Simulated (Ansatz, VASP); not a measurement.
# Nb: VASP beside Ansatz

```
CELL_PARAMETERS angstrom
-1.66584 1.66584 1.66584
1.66584 -1.66584 1.66584
1.66584 1.66584 -1.66584
ATOMIC_POSITIONS crystal
Nb 0.00000 0.00000 0.00000
```

Change from the starting cell: volume scaled by 1.02.

Alike in both runs: task single point; functional PBE; k mesh 16 × 16 × 16; occupations fermi-dirac, width 0.08 eV; no spin polarisation.

|  | VASP | Ansatz |
| --- | --- | --- |
| version | VASP 6.6.1 | Ansatz 0.2.0 |
| potentials or method | VASP PAW PBE potentials, release 64 (Nb_sv), cutoff 520 eV | all-electron LAPW, scalar-relativistic |

Ansatz gave:

| Quantity | Value |
| --- | --- |
| pressure (GPa) | -3.2 |

Task: Estimate VASP's values.

Result: Pressure (GPa): -3.5.

Ansatz ran all-electron here, and VASP with PAW potentials.
